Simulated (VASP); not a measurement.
# Tm3BF (Pm-3m) in VASP: further runs, part 2 of 2

VASP 6.6.1. Earlier steps stand in the parts before.

**3. Relaxation of cell and atoms, PBE**

This run uses another cell than the first one: it holds 5 atoms, not 10.

Contents of INCAR:

```
PREC = Accurate
ENCUT = 600
EDIFF = 1E-7
ISMEAR = 0
SIGMA = 0.1
LREAL = F
LASPH = T
NELM = 200
ALGO = Normal
ISIF = 3
LWAVE = F
LCHARG = F
GGA = PE
IBRION = 2
NSW = 100
EDIFFG = -0.01
GGA_COMPAT = F
NELMIN = 4
LMAXMIX = 6
```

Contents of KPOINTS:

```
Automatic mesh
0
Gamma
  8 8 8
```

Contents of POSCAR:

```
Tm3BF
1.0
    4.9266334101      0.0000000000      0.0000000000
    0.0000000000      4.9266334101      0.0000000000
    0.0000000000      0.0000000000      4.9266334101
Tm B F
3 1 1
Direct
    0.0000000000      0.5000000000      0.5000000000
    0.5000000000      0.0000000000      0.5000000000
    0.5000000000      0.5000000000      0.0000000000
    0.5000000000      0.5000000000      0.5000000000
    0.0000000000      0.0000000000      0.0000000000
```

Potentials or basis: VASP PAW PBE potentials, release 64 (Tm_3, B, F), 4f in core.

Command:

```sh
cat potpaw_PBE.64/Tm_3/POTCAR potpaw_PBE.64/B/POTCAR potpaw_PBE.64/F/POTCAR > POTCAR
mpirun -np 1 vasp_std > vasp.out
```

OUTCAR:

```text
PREC = Accurate
   ENCUT = 600
   EDIFF = 1E-7
   ISMEAR = 0
   LREAL = F
   LASPH = T
   NELM = 200
   ISIF = 3
   GGA = PE
   IBRION = 2
   NSW = 100
   EDIFFG = -0.01
   NELMIN = 4

 ion  position               nearest neighbor table
   1  0.000  0.500  0.500-   4 2.46   4 2.46   2 3.48   3 3.48   2 3.48   2 3.48   3 3.48   3 3.48
                             3 3.48   2 3.48
   2  0.500  0.000  0.500-   4 2.46   4 2.46   1 3.48   3 3.48   1 3.48   3 3.48   3 3.48   3 3.48
                             1 3.48   1 3.48
   3  0.500  0.500  0.000-   4 2.46   4 2.46   1 3.48   1 3.48   2 3.48   2 3.48   2 3.48   2 3.48
                             1 3.48   1 3.48
   4  0.500  0.500  0.500-   1 2.46   2 2.46   3 2.46   3 2.46   2 2.46   1 2.46
   5  0.000  0.000  0.000-

  LATTYP: Found a simple cubic cell.
 ALAT       =     4.9266334101

  Lattice vectors:

 A1 = (   4.9266334101,   0.0000000000,   0.0000000000)
 A2 = (   0.0000000000,   4.9266334101,   0.0000000000)
 A3 = (   0.0000000000,   0.0000000000,   4.9266334101)

Analysis of symmetry for initial positions (statically):
=====================================================================
 Subroutine PRICEL returns:
 Original cell was already a primitive cell.

 Routine SETGRP: Setting up the symmetry group for a
 simple cubic supercell.

 Subroutine GETGRP returns: Found 48 space group operations
 (whereof 48 operations were pure point group operations)
 out of a pool of 48 trial point group operations.

The static configuration has the point symmetry O_h .

Analysis of symmetry for dynamics (positions and initial velocities):
=====================================================================
[... 139 lines left out ...]
  Thomas-Fermi vector in A             =   2.243795
   LORBIT       =      0    0 simple, 1 ext, 2 COOP (PROOUT), +10 PAW based schemes
   GGA     = PE    functional components
   LHFCALC =     F    Hartree Fock is set to
   AEXX    =    0.0000 exact exchange contribution
   IVDW    =     0    specifies the selected vdW correction
   LEPSILON=     F    determine dielectric tensor
   LRPA    =     F    only Hartree local field effects (RPA)
 conjugate gradient relaxation of ions
 non-spin polarized calculation
 Gauss-broadening in eV      SIGMA  =   0.10
  energy-cutoff  :      600.00
  volume of cell :      119.58
 maximum number of plane-waves:      4032
 NGX is ok and might be reduce to    40

--------------------------------------- Ionic step        1  -------------------------------------------

 number of electron      36.9999999 magnetization

 Free energy of the ion-electron system (eV)
  ---------------------------------------------------
  ext. energy  EPLUGINS =         0.00000000
  ---------------------------------------------------
  free energy    TOTEN  =       -23.46645646 eV

  energy without entropy =      -23.44411775  energy(sigma->0) =      -23.45528710

------------------------ aborting loop because EDIFF is reached ----------------------------------------

  FORCE on cell =-STRESS in cart. coord.  units (eV):
  Direction    XX          YY          ZZ          XY          YZ          ZX
  --------------------------------------------------------------------------------------
  -------------------------------------------------------------------------------------
  Total        0.5661517      0.5661517      0.5661517      0.0000000     -0.0000000      0.0000000
  in kB        7.5856477      7.5856477      7.5856477      0.0000000     -0.0000000      0.0000000
  external PRESSURE =       7.5856477 kB  Pullay stress =       0.0000000 kB
[... 65 lines left out ...]
--------------------------------------- Ionic step        3  -------------------------------------------

 number of electron      37.0000000 magnetization

 Free energy of the ion-electron system (eV)
  ---------------------------------------------------
  ext. energy  EPLUGINS =         0.00000000
  ---------------------------------------------------
  free energy    TOTEN  =       -23.47040195 eV

  energy without entropy =      -23.44746378  energy(sigma->0) =      -23.45893286

 E-fermi :   2.3858     XC(G=0):  -9.3306

 val. band max:        2.3815581437   @ k =   0.5000   0.0000   0.0000
 cond. band min:       2.3954386388   @ k =   0.2500   0.1250   0.0000
 fundamental gap:      0.0138804951
 Fermi energy:         2.3857896718

 k-point     1 :       0.0000    0.0000    0.0000
  band No.  band energies     occupation
      1     -23.5516      2.00000
      2     -23.5516      2.00000
      3     -23.5516      2.00000
      4     -23.4126      2.00000
      5     -23.4126      2.00000
      6     -23.4126      2.00000
[... 589 lines left out ...]
     21       3.6602      0.00000
     22       3.7557      0.00000

 [... further k-points ...]

------------------------ aborting loop because EDIFF is reached ----------------------------------------

  FORCE on cell =-STRESS in cart. coord.  units (eV):
  Direction    XX          YY          ZZ          XY          YZ          ZX
  --------------------------------------------------------------------------------------
  -------------------------------------------------------------------------------------
  Total        0.0012988      0.0012988      0.0012988      0.0000000      0.0000000      0.0000000
  in kB        0.0171605      0.0171605      0.0171605      0.0000000      0.0000000      0.0000000
  external PRESSURE =       0.0171605 kB  Pullay stress =       0.0000000 kB
[... 20 lines left out ...]
  FREE ENERGIE OF THE ION-ELECTRON SYSTEM (eV)
  ---------------------------------------------------
  free  energy   TOTEN  =       -23.4704019506 eV

  energy  without entropy=      -23.4474637759  energy(sigma->0) =      -23.45893286

 reached required accuracy - stopping structural energy minimisation
```

OSZICAR:

```text
N       E                     dE             d eps       ncg     rms          rms(c)
DAV:   1     0.304981962270E+03    0.30498E+03   -0.16846E+04  1540   0.172E+03
DAV:   2     0.317869294250E+02   -0.27320E+03   -0.27014E+03  1690   0.571E+02
DAV:   3    -0.231405932389E+02   -0.54928E+02   -0.53367E+02  2616   0.135E+02
[... 31 lines left out ...]
DAV:   4    -0.234703991613E+02    0.69019E-04   -0.23234E-04  2190   0.125E-01    0.175E-02
DAV:   5    -0.234704003855E+02   -0.12242E-05   -0.20438E-05  2524   0.424E-02    0.130E-02
DAV:   6    -0.234704022187E+02   -0.18332E-05   -0.42896E-06  1936   0.137E-02    0.457E-03
DAV:   7    -0.234704019897E+02    0.22895E-06   -0.11488E-06  1916   0.741E-03    0.215E-03
DAV:   8    -0.234704019506E+02    0.39126E-07   -0.13165E-07  1354   0.297E-03
   3 F= -.23470402E+02 E0= -.23458933E+02  d E =-.394549E-02
```

CONTCAR:

```text
Tm3BF
   1.00000000000000
     4.9496195067292454    0.0000000000000000    0.0000000000000000
     0.0000000000000000    4.9496195067292454    0.0000000000000000
    -0.0000000000000000   -0.0000000000000000    4.9496195067292454
  Tm              B               F
     3     1     1
Direct
     0.0000000000000000    0.5000000000000000    0.5000000000000000
     0.5000000000000000    0.0000000000000000    0.5000000000000000
     0.5000000000000000    0.5000000000000000    0.0000000000000000
     0.5000000000000000    0.5000000000000000    0.5000000000000000
     0.0000000000000000    0.0000000000000000    0.0000000000000000

  0.00000000E+00  0.00000000E+00  0.00000000E+00
  0.00000000E+00  0.00000000E+00  0.00000000E+00
  0.00000000E+00  0.00000000E+00  0.00000000E+00
  0.00000000E+00  0.00000000E+00  0.00000000E+00
  0.00000000E+00  0.00000000E+00  0.00000000E+00
```

Run time: 2.6 min. Hardware: 1 thread of Intel Xeon 6975P-C (Granite Rapids), shared host; peak memory 0.33 GiB.

Results:

```yaml
Free_energy: -23.4704 eV
Relaxed_volume: 24.25 Å³/atom
Relaxed_cell: a = 4.950 Å, b = 4.950 Å, c = 4.950 Å, α = 90.00°, β = 90.00°, γ = 90.00°
Space_group_after_relaxing_to_0.1_Å: Pm-3m (No. 221)
Energy_gained_by_relaxing: 0.8 meV/atom
Ionic_steps: 3
Pressure_after_relaxing: 0.0 GPa
Band_gap_on_the_k_mesh: zero (an odd number of electrons rules out a gap without spin polarisation)
```

The path:
| step | energy change (eV) | largest force (eV/Å) | pressure (GPa) | volume (Å³) |
| --- | --- | --- | --- | --- |
| 1 | 0.0000 | 0.0000 | 0.76 | 119.58 |
| 2 | -0.0038 | 0.0000 | -0.13 | 121.55 |
| 3 | -0.0039 | 0.0000 | 0.00 | 121.26 |

Final structure:
```yaml
crystal:
  lattice:
    - [4.94962, 0.00000, 0.00000]
    - [0.00000, 4.94962, 0.00000]
    - [0.00000, 0.00000, 4.94962]
  atoms:
    - { symbol: Tm, position: [0.00000, 0.50000, 0.50000] }
    - { symbol: Tm, position: [0.50000, 0.00000, 0.50000] }
    - { symbol: Tm, position: [0.50000, 0.50000, 0.00000] }
    - { symbol: B, position: [0.50000, 0.50000, 0.50000] }
    - { symbol: F, position: [0.00000, 0.00000, 0.00000] }
```

Caveat: spin-orbit coupling is left out, which moves the levels of the heavy elements; the 4f electrons are frozen in the core, so they carry no moment and show no levels; an odd number of electrons without spin polarisation forces a metal; a magnetic or distorted state may lie lower; the run has no spin polarisation, though such a crystal can be magnetic. With open d or f shells a metallic result of PBE can be an artefact of self-interaction; +U or a hybrid may open a gap.
